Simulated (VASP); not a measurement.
# Rh in VASP: further runs

Runs on Rh. Level: r2SCAN. Tasks: single point.

All numbers are computed with VASP 6.6.1; they aren't measurements. Logs are shortened: lines on timing, memory, paths and dates and some standing lists are left out, and cuts for length are marked.

**1. The cell of the first run**

Symmetry: Fm-3m, No. 225, cubic system. The conventional cell has a = 3.898 Å, b = 3.898 Å, c = 3.898 Å, α = 90.00°, β = 90.00°, γ = 90.00°. Within 3.6 Å of Rh (site symmetry m-3m) lie 12 Rh at 2.76 Å.

**2. Single point, r2SCAN (strain +0.025 along x and y, +0.025 along z)**

POSCAR

```
Rh
1.0
    0.0000000000      1.9490887500      1.9490887500
    1.9490887500      0.0000000000      1.9490887500
    1.9490887500      1.9490887500      0.0000000000
Rh
1
Direct
    0.0000000000      0.0000000000      0.0000000000
```

INCAR.step1

```
SYSTEM = Rh
  PREC = Accurate
  ENCUT = 520
  ISMEAR = 0
  SIGMA = 0.15
  LREAL = .False.
  LASPH = .True.
  NELM = 60
  NBANDS = 14
  GGA = PE
  ALGO = Normal
  EDIFF = 1E-4
  LWAVE = .True.
  LCHARG = .False.
```

INCAR.step2

```
SYSTEM = Rh
  PREC = Accurate
  ENCUT = 520
  EDIFF = 1E-7
  ISMEAR = 0
  SIGMA = 0.15
  LREAL = .False.
  LASPH = .True.
  NELM = 60
  ALGO = Normal
  ISIF = 2
  LWAVE = .False.
  LCHARG = .False.
  METAGGA = R2SCAN
  LMIXTAU = .True.
  NBANDS = 14
  ISTART = 1
```

KPOINTS

```
regular mesh
0
Gamma
  22 22 22
  0 0 0
```

Potentials or basis: VASP PAW PBE potentials, release 64 (Rh_pv).

Launch:

```bash
$ cat potpaw_PBE.64/Rh_pv/POTCAR > POTCAR
$ cp INCAR.step1 INCAR
$ mpirun -np 1 vasp_std > vasp.out
$ cp INCAR.step2 INCAR
$ mpirun -np 1 vasp_std > vasp.out
```

OUTCAR:

```text
SYSTEM = Rh
   PREC = Accurate
   ENCUT = 520
   EDIFF = 1E-7
   ISMEAR = 0
   LREAL = .False.
   LASPH = .True.
   NELM = 60
   ISIF = 2
   METAGGA = R2SCAN
   ISTART = 1

 ion  position               nearest neighbor table
   1  0.000  0.000  0.000-

  LATTYP: Found a face centered cubic cell.
 ALAT       =     3.8981775000

  Lattice vectors:

 A1 = (   0.0000000000,   1.9490887500,   1.9490887500)
 A2 = (   1.9490887500,   0.0000000000,   1.9490887500)
 A3 = (   1.9490887500,   1.9490887500,   0.0000000000)

Analysis of symmetry for initial positions (statically):
=====================================================================
 Subroutine PRICEL returns:
 Original cell was already a primitive cell.

 Routine SETGRP: Setting up the symmetry group for a
 face centered cubic supercell.

 Subroutine GETGRP returns: Found 48 space group operations
 (whereof 48 operations were pure point group operations)
 out of a pool of 48 trial point group operations.

The static configuration has the point symmetry O_h .

Analysis of symmetry for dynamics (positions and initial velocities):
=====================================================================
 Subroutine PRICEL returns:
 Original cell was already a primitive cell.

 Routine SETGRP: Setting up the symmetry group for a
 face centered cubic supercell.

 Subroutine GETGRP returns: Found 48 space group operations
 (whereof 48 operations were pure point group operations)
 out of a pool of 48 trial point group operations.

The dynamic configuration has the point symmetry O_h .

 Subroutine INISYM returns: Found 48 space group operations
 (whereof 48 operations are pure point group operations),
 and found     1 'primitive' translations

----------------------------------------------------------------------------------------

                                     Primitive cell

  volume of cell :      14.8090

  direct lattice vectors                    reciprocal lattice vectors
     0.000000000  1.949088750  1.949088750    -0.256530135  0.256530135  0.256530135
     1.949088750  0.000000000  1.949088750     0.256530135 -0.256530135  0.256530135
     1.949088750  1.949088750  0.000000000     0.256530135  0.256530135 -0.256530135

  length of vectors
     2.756427745  2.756427745  2.756427745     0.444323227  0.444323227  0.444323227

  position of ions in fractional coordinates (direct lattice)
     0.000000000  0.000000000  0.000000000

  ion indices of the primitive-cell ions
   primitive index   ion index
                 1           1

----------------------------------------------------------------------------------------

 KPOINTS: regular mesh

Automatic generation of k-mesh.
 Grid dimensions read from file:
 generate k-points for:   22   22   22

 Generating k-lattice:

  Cartesian coordinates                     Fractional coordinates (reciprocal lattice)
    -0.011660461  0.011660461  0.011660461     0.045454545  0.000000000  0.000000000
     0.011660461 -0.011660461  0.011660461     0.000000000  0.045454545  0.000000000
     0.011660461  0.011660461 -0.011660461     0.000000000  0.000000000  0.045454545

  Length of vectors
     0.020196510  0.020196510  0.020196510

  Shift w.r.t. Gamma in fractional coordinates (k-lattice)
     0.000000000  0.000000000  0.000000000

 Subroutine IBZKPT returns following result:
 ===========================================

 Found    328 irreducible k-points:

 Following reciprocal coordinates:
            Coordinates               Weight
  0.000000  0.000000  0.000000      1.000000
  0.045455  0.000000  0.000000      8.000000
  0.090909  0.000000  0.000000      8.000000
  0.136364  0.000000  0.000000      8.000000
  0.181818  0.000000  0.000000      8.000000
  0.227273  0.000000  0.000000      8.000000
[... 16 lines left out ...]
  0.500000  0.045455  0.000000     24.000000
 -0.454545  0.045455  0.000000     24.000000
 [... further k-points ...]
   k-points           NKPTS =    328   k-points in BZ     NKDIM =    328   number of bands    NBANDS=     14
   number of dos      NEDOS =    301   number of ions     NIONS =      1
   total plane-waves  NPLWV =  13824
   dimension x,y,z NGX =    24 NGY =   24 NGZ =   24
   dimension x,y,z NGXF=    48 NGYF=   48 NGZF=   48
   ions per type =               1
   NGX,Y,Z   is equivalent  to a cutoff of  14.47, 14.47, 14.47 a.u.
   NGXF,Y,Z  is equivalent  to a cutoff of  28.95, 28.95, 28.95 a.u.
 SYSTEM =  Rh
   PREC   = accura    normal or accurate (medium, high low for compatibility)
   ISTART =      1    job   : 0-new  1-cont  2-samecut
   ICHARG =      0    charge: 1-file 2-atom 10-const
   ISPIN  =      1    spin polarized calculation?
   LNONCOLLINEAR =      F non collinear calculations
   LSORBIT =      F    spin-orbit coupling
   LASPH  =      T    aspherical Exc in radial PAW
   ENCUT  =  520.0 eV  38.22 Ry    6.18 a.u.   5.13  5.13  5.13*2*pi/ulx,y,z
   NELM   =     60;   NELMIN=  2; NELMDL=  0     # of ELM steps
   EDIFF  = 0.1E-06   stopping-criterion for ELM
   LREAL  =      F    real-space projection
   EDIFFG = 0.1E-05   stopping-criterion for IOM
   NSW    =      0    number of steps for IOM
   IBRION =     -1    ionic relax: 0-MD 1-quasi-New 2-CG
   NFREE  =      0    steps in history (QN), initial steepest desc. (CG)
   ISIF   =      2    stress and relaxation
   ISYM   =      2    0-nonsym 1-usesym 2-fastsym
   POTIM  = 0.5000    time-step for ionic-motion
   TEBEG  =    0.0;   TEEND  =   0.0 temperature during run
   PSTRESS=    0.0 pullay stress
   NELECT =      15.0000    total number of electrons
   NUPDOWN=      -1.0000    fix difference up-down
   EMIN   =  10.00;   EMAX   =-10.00  energy-range for DOS
   EFERMI =   0.00;   METHOD = LEGACY
   ISMEAR =     0;   SIGMA  =   0.15  broadening in eV -4-tet -1-fermi 0-gaus
   EFERMI_NEDOS =   21; number of points for ismear=-14 and -15
   IALGO  =     38    algorithm
   IMIX   =      4    mixing-type and parameters
     AMIX     =   0.40;   BMIX     =  1.00
     AMIX_MAG =   1.60;   BMIX_MAG =  1.00
  volume/ion in A,a.u.               =      14.81        99.94
  Fermi-wavevector in a.u.,A,eV,Ry     =   1.644108  3.106913 36.777781  2.703091
  Thomas-Fermi vector in A             =   2.734129
   LORBIT       =      0    0 simple, 1 ext, 2 COOP (PROOUT), +10 PAW based schemes
   METAGGA = R2SCAN    functional components
   LHFCALC =     F    Hartree Fock is set to
   AEXX    =    0.0000 exact exchange contribution
   IVDW    =     0    specifies the selected vdW correction
   LEPSILON=     F    determine dielectric tensor
   LRPA    =     F    only Hartree local field effects (RPA)
 non-spin polarized calculation
 Gauss-broadening in eV      SIGMA  =   0.15
  energy-cutoff  :      520.00
  volume of cell :       14.81
 maximum number of plane-waves:       411
 NGX is ok and might be reduce to    24
   NGX = 11   NGY = 11   NGZ = 11

 number of electron      15.0000000 magnetization

 Free energy of the ion-electron system (eV)
  ---------------------------------------------------
  ext. energy  EPLUGINS =         0.00000000
  ---------------------------------------------------
  free energy    TOTEN  =       -24.08705969 eV

  energy without entropy =      -24.07057009  energy(sigma->0) =      -24.07881489

 E-fermi :  10.4131     XC(G=0): -14.6536

 val. band max:       10.4123905437   @ k =  -0.4545   0.3636   0.1818
 cond. band min:      10.4144451820   @ k =   0.4091   0.1364   0.0455
 fundamental gap:      0.0020546383
 Fermi energy:        10.4130860428

 k-point     1 :       0.0000    0.0000    0.0000
  band No.  band energies     occupation
      1     -37.2352      2.00000
      2     -37.2352      2.00000
      3     -37.2352      2.00000
      4       2.7988      2.00000
      5       7.5981      2.00000
      6       7.5981      2.00000
      7       7.5981      2.00000
      8       9.4551      2.00000
      9       9.4551      2.00000
     10      27.1579      0.00000
     11      27.9164      0.00000
     12      32.4771      0.00000
     13      32.4771      0.00000
     14      32.4771      0.00000

 k-point     2 :       0.0455    0.0000    0.0000
  band No.  band energies     occupation
      1     -37.2479      2.00000
      2     -37.2370      2.00000
      3     -37.2370      2.00000
      4       2.8804      2.00000
      5       7.5636      2.00000
      6       7.6290      2.00000
      7       7.6290      2.00000
      8       9.4386      2.00000
      9       9.4386      2.00000
     10      27.2659      0.00000
     11      27.9166      0.00000
     12      31.9826      0.00000
     13      32.5866      0.00000
     14      32.5866      0.00000

 k-point     3 :       0.0909    0.0000    0.0000
  band No.  band energies     occupation
      1     -37.2848      2.00000
      2     -37.2420      2.00000
      3     -37.2420      2.00000
      4       3.1189      2.00000
      5       7.4713      2.00000
      6       7.7139      2.00000
      7       7.7139      2.00000
      8       9.3987      2.00000
      9       9.3987      2.00000
     10      27.5609      0.00000
     11      27.9169      0.00000
     12      30.8601      0.00000
     13      32.9066      0.00000
     14      32.9066      0.00000

 k-point     4 :       0.1364    0.0000    0.0000
  band No.  band energies     occupation
      1     -37.3427      2.00000
      2     -37.2500      2.00000
      3     -37.2500      2.00000
      4       3.4918      2.00000
      5       7.3557      2.00000
      6       7.8261      2.00000
      7       7.8261      2.00000
      8       9.3659      2.00000
      9       9.3659      2.00000
     10      27.9164      0.00000
     11      27.9325      0.00000
     12      29.5476      0.00000
     13      33.4110      0.00000
     14      33.4110      0.00000

 k-point     5 :       0.1818    0.0000    0.0000
  band No.  band energies     occupation
      1     -37.4166      2.00000
      2     -37.2603      2.00000
      3     -37.2603      2.00000
      4       3.9507      2.00000
      5       7.2808      2.00000
      6       7.9179      2.00000
      7       7.9179      2.00000
      8       9.3916      2.00000
      9       9.3916      2.00000
     10      27.7669      0.00000
     11      27.9189      0.00000
[... 276 lines left out ...]
 k-point    22 :       0.4545    0.0455    0.0000
  band No.  band energies     occupation
      1     -37.8177      2.00000
      2     -37.3229      2.00000
      3     -37.3226      2.00000
      4       4.7907      2.00000
      5       7.4787      2.00000
      6       7.5962      2.00000
      7      10.0160      1.99982
      8      10.8906      0.00001
      9      11.6141      0.00000
     10      19.4838      0.00000
     11      26.9331      0.00000
     12      27.9169      0.00000
     13      31.8912      0.00000
     14      32.2288      0.00000

 k-point    23 :       0.5000    0.0455    0.0000
  band No.  band energies     occupation
      1     -37.8371      2.00000
      2     -37.3281      2.00000
      3     -37.3232      2.00000
      4       4.7617      2.00000
      5       7.4491      2.00000
      6       7.5544      2.00000
      7      10.2909      1.75076
      8      10.9358      0.00000
      9      12.0518      0.00000
     10      18.7844      0.00000
     11      26.7926      0.00000
     12      27.9168      0.00000
     13      31.7620      0.00000
     14      31.8285      0.00000

 k-point    24 :      -0.4545    0.0455    0.0000
  band No.  band energies     occupation
      1     -37.8331      2.00000
      2     -37.3298      2.00000
      3     -37.3204      2.00000
      4       4.7684      2.00000
      5       7.4640      2.00000
      6       7.5537      2.00000
      7      10.2818      1.78435
      8      10.8495      0.00004
      9      11.9839      0.00000
     10      18.9355      0.00000
     11      26.8191      0.00000
     12      27.9167      0.00000
     13      31.6164      0.00000
     14      32.0966      0.00000

 [... further k-points ...]

------------------------ aborting loop because EDIFF is reached ----------------------------------------

  FORCE on cell =-STRESS in cart. coord.  units (eV):
  Direction    XX          YY          ZZ          XY          YZ          ZX
  --------------------------------------------------------------------------------------
  -------------------------------------------------------------------------------------
  Total       -1.5515616     -1.5515616     -1.5515616      0.0000000      0.0000000      0.0000000
  in kB     -167.8629214   -167.8629214   -167.8629214      0.0000000      0.0000000      0.0000000
  external PRESSURE =    -167.8629214 kB  Pullay stress =       0.0000000 kB

 VOLUME and BASIS-vectors are now :
 -----------------------------------------------------------------------------
  energy-cutoff  :      520.00
  volume of cell :       14.81
      direct lattice vectors                 reciprocal lattice vectors
     0.000000000  1.949088750  1.949088750    -0.256530135  0.256530135  0.256530135
     1.949088750  0.000000000  1.949088750     0.256530135 -0.256530135  0.256530135
     1.949088750  1.949088750  0.000000000     0.256530135  0.256530135 -0.256530135

 POSITION                                       TOTAL-FORCE (eV/Angst)
 -----------------------------------------------------------------------------------
      0.00000      0.00000      0.00000         0.000000      0.000000      0.000000
 -----------------------------------------------------------------------------------
    total drift:                                0.000000     -0.000000     -0.000000

  FREE ENERGIE OF THE ION-ELECTRON SYSTEM (eV)
  ---------------------------------------------------
  free  energy   TOTEN  =       -24.0870596901 eV

  energy  without entropy=      -24.0705700855  energy(sigma->0) =      -24.07881489
```

Run time: 86 s. Hardware: 1 thread of Intel Xeon 6975P-C (Granite Rapids), shared host; peak memory 0.19 GiB.

Results:

```
Free energy            : -24.0871 eV
Pressure               : -16.8 GPa
Band gap on the k mesh : zero (an odd number of electrons rules out a gap without spin polarisation)
```

Caveat: the cell differs from its parent crystal (strain +0.025 along x and y, +0.025 along z); the cell stands under tension; an empty level that is flat over the whole mesh can mark a ghost state of the potentials, or a narrow d or f band; the PAW data sets were made with another functional, which shifts forces and pressure a little.

(Continued in part 2 of 2.)
